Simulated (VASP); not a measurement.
# KI (I4/mmm) in VASP: a series of runs, part 2 of 2

VASP 6.6.1. Earlier steps stand in the parts before.

**4. Single point, LDA (strain +0.0100 x Voigt [0, 1, 0, 0, 0, 0])**

INCAR

```
SYSTEM = KI
PREC = Accurate
ENCUT = 520
EDIFF = 1E-6
ISMEAR = 0
SIGMA = 0.05
LREAL = .False.
LASPH = .True.
NELM = 60
ALGO = Normal
ISIF = 2
LWAVE = .False.
LCHARG = .False.
NBANDS = 15
```

KPOINTS

```
Automatic mesh
0
Gamma
  6 6 6
  0 0 0
```

POSCAR

```
KI
1.0
    0.0000000000      3.5597955000      3.5245500000
    3.5245500000      0.0000000000      3.5245500000
    3.5245500000      3.5597955000      0.0000000000
K I
1 1
Direct
    0.0000000000      0.0000000000      0.0000000000
    0.5000000000      0.5000000000      0.5000000000
```

Potentials or basis: VASP PAW LDA potentials, release 64 (K_sv, I).

Command:

```console
$ cat potpaw_LDA.64/K_sv/POTCAR potpaw_LDA.64/I/POTCAR > POTCAR
$ mpirun -np 1 vasp_std > vasp.out
```

OUTCAR:

```text
SYSTEM = KI
   PREC = Accurate
   ENCUT = 520
   EDIFF = 1E-6
   ISMEAR = 0
   LREAL = .False.
   LASPH = .True.
   NELM = 60
   ISIF = 2

 ion  position               nearest neighbor table
   1  0.000  0.000  0.000-   2 3.52   2 3.52   2 3.52   2 3.52   2 3.56   2 3.56
   2  0.500  0.500  0.500-   1 3.52   1 3.52   1 3.52   1 3.52   1 3.56   1 3.56

  LATTYP: Found a body centered tetragonal cell.
 ALAT       =     4.9844664113
 C/A-ratio  =     1.4283556980

  Lattice vectors:

 A1 = (   0.0000000000,  -3.5597955000,   3.5245500000)
 A2 = (   0.0000000000,  -3.5597955000,  -3.5245500000)
 A3 = (   3.5245500000,   3.5597955000,   0.0000000000)

Analysis of symmetry for initial positions (statically):
=====================================================================
 Subroutine PRICEL returns:
 Original cell was already a primitive cell.

 Routine SETGRP: Setting up the symmetry group for a
 body centered tetragonal supercell.

 Subroutine GETGRP returns: Found 16 space group operations
 (whereof 16 operations were pure point group operations)
 out of a pool of 16 trial point group operations.

The static configuration has the point symmetry D_4h.

Analysis of symmetry for dynamics (positions and initial velocities):
=====================================================================
[... 171 lines left out ...]
      4     -12.5068      2.00000
      5     -11.2060      2.00000
      6      -0.6410      2.00000
      7      -0.6391      2.00000
      8      -0.6391      2.00000
      9       2.9682      0.00000
     10       5.6045      0.00000
     11       5.6637      0.00000
     12       5.6637      0.00000
     13       6.3802      0.00000
     14       6.4208      0.00000
[... 401 lines left out ...]
      2     -12.5589      2.00000
      3     -12.5496      2.00000
      4     -12.5334      2.00000
      5     -11.0093      2.00000
      6      -1.5398      2.00000
      7      -1.2261      2.00000
      8      -1.2184      2.00000
      9       4.7916      0.00000
     10       5.4729      0.00000
     11       6.5431      0.00000
     12       7.4371      0.00000
     13       7.7534      0.00000
     14       8.7704      0.00000
     15       9.1821      0.00000

 [... further k-points ...]
[... 5 lines left out ...]
  --------------------------------------------------------------------------------------
  -------------------------------------------------------------------------------------
  Total       -0.6908684     -0.7965880     -0.6908684     -0.0000000      0.0000000      0.0000000
  in kB      -12.5153650    -14.4305192    -12.5153650     -0.0000000      0.0000000      0.0000000
  external PRESSURE =     -13.1537497 kB  Pullay stress =       0.0000000 kB

 VOLUME and BASIS-vectors are now :
 -----------------------------------------------------------------------------
  energy-cutoff  :      520.00
  volume of cell :       88.44
      direct lattice vectors                 reciprocal lattice vectors
     0.000000000  3.559795500  3.524550000    -0.141862082  0.140457507  0.141862082
     3.524550000  0.000000000  3.524550000     0.141862082 -0.140457507  0.141862082
     3.524550000  3.559795500  0.000000000     0.141862082  0.140457507 -0.141862082

 POSITION                                       TOTAL-FORCE (eV/Angst)
 -----------------------------------------------------------------------------------
      0.00000      0.00000      0.00000         0.000000      0.000000      0.000000
      3.52455      3.55980      3.52455         0.000000     -0.000000     -0.000000
 -----------------------------------------------------------------------------------
    total drift:                                0.000000     -0.000000     -0.000000

  FREE ENERGIE OF THE ION-ELECTRON SYSTEM (eV)
  ---------------------------------------------------
  free  energy   TOTEN  =        -6.1261867531 eV

  energy  without entropy=       -6.1261867531  energy(sigma->0) =       -6.12618675
```

OSZICAR:

```text
N       E                     dE             d eps       ncg     rms          rms(c)
DAV:   1     0.930413131400E+02    0.93041E+02   -0.64694E+03   900   0.912E+02
DAV:   2    -0.266629276155E+00   -0.93308E+02   -0.87004E+02  1159   0.230E+02
DAV:   3    -0.594147530142E+01   -0.56748E+01   -0.56467E+01  1296   0.466E+01
DAV:   4    -0.622693945263E+01   -0.28546E+00   -0.28538E+00  1468   0.957E+00
DAV:   5    -0.622870978798E+01   -0.17703E-02   -0.17703E-02  1302   0.754E-01    0.321E+00
DAV:   6    -0.614178746516E+01    0.86922E-01   -0.81485E-02  1131   0.183E+00    0.225E+00
DAV:   7    -0.612575150055E+01    0.16036E-01   -0.80439E-02  1208   0.154E+00    0.840E-01
DAV:   8    -0.612630255638E+01   -0.55106E-03   -0.12201E-02  1026   0.794E-01    0.274E-01
DAV:   9    -0.612619069427E+01    0.11186E-03   -0.33884E-04  1278   0.115E-01    0.169E-01
DAV:  10    -0.612620124496E+01   -0.10551E-04   -0.41019E-04  1096   0.927E-02    0.108E-01
DAV:  11    -0.612618660442E+01    0.14641E-04   -0.88418E-05  1091   0.534E-02    0.289E-02
DAV:  12    -0.612618675309E+01   -0.14867E-06   -0.35753E-06  1278   0.118E-02
   1 F= -.61261868E+01 E0= -.61261868E+01  d E =-.176776E-22
```

Wall time 22 s (1 thread of AMD EPYC 9R45 (Zen 5), shared host); peak memory 0.18 GiB.

What came out:

| Quantity | Value |
| --- | --- |
| Free energy | -6.1262 eV |
| Pressure | -1.3 GPa |
| Band gap on the k mesh | 3.61 eV, direct |

Caveat: the cell differs from its parent crystal (strain +0.0100 x Voigt [0, 1, 0, 0, 0, 0]); spin-orbit coupling is left out, which moves the levels of the heavy elements.

**5. Overview**

| cell | gap on the mesh (eV) | pressure (GPa) |
| --- | --- | --- |
| a = 4.935, b = 4.984 Å, angles 59.7, 60.7, 59.7°, 2 atoms | 3.67 | -1.0 |
| a = 4.960, b = 4.984 Å, angles 59.8, 60.3, 59.8°, 2 atoms | 3.65 | -1.1 |
| a = 5.009, b = 4.984 Å, angles 60.2, 59.7, 60.2°, 2 atoms | 3.61 | -1.3 |

Alike in all rows: task single point; level LDA; potentials or basis VASP PAW LDA potentials, release 64 (K_sv, I); no spin polarisation; k mesh 6 × 6 × 6; cutoff (eV) 520; smearing gaussian 0.05 eV.

Caveats: spin-orbit coupling is left out, which moves the levels of the heavy elements.

Total energies depend on the potentials used, so only differences within one code and one set of settings carry meaning.
